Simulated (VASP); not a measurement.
A run of VASP 6.6.1 is set up as follows.

Contents of INCAR:

```
SYSTEM = Si
PREC = Accurate ; ENCUT = 520
EDIFF = 1E-7 ; ISMEAR = 0
SIGMA = 0.1 ; LREAL = .FALSE.
LASPH = .TRUE. ; NELM = 80
ALGO = Normal ; ISIF = 2
LWAVE = .FALSE. ; LCHARG = .FALSE.
LDIPOL = .TRUE. ; IDIPOL = 3
DIPOL = 0.5 0.5 0.364 ; GGA = PE
IVDW = 12 ; NBANDS = 16
```

Contents of KPOINTS:

```
regular mesh
0
G
  9 9 1
  0 0 0
```

File POSCAR:

```
Si
1.0
    3.8472023583      0.0000000000      0.0000000000
   -1.9236011791      3.3317749758      0.0000000000
    0.0000000000      0.0000000000     18.4446971457
Si
4
Direct
    0.3333333333      0.6666666667      0.2695814701
    0.6666666667      0.3333333333      0.2439725610
    0.8888888889      0.1111111111      0.4849468156
    1.2222222222     -0.2222222222      0.4593379065
```

Potentials or basis: VASP PAW PBE potentials, release 64 (Si).

Run with:

```bash
$ cat potpaw_PBE.64/Si/POTCAR > POTCAR
$ mpirun -np 1 vasp_std > vasp.out
```

**Question.** Estimate the dispersion energy per atom.

**Answer.** -0.261 eV.

**Question.** Predict the largest force.

**Answer.** 0.381 eV/Å.

**Question.** Estimate the band gap on the k mesh.

**Answer.** 0.25 eV, direct.

Forces in eV/Å, atoms in the order of the input:
```
Si  -0.067  0.039  0.373
Si  -0.018  0.010 -0.021
Si   0.018 -0.010  0.021
Si   0.067 -0.039 -0.373
```
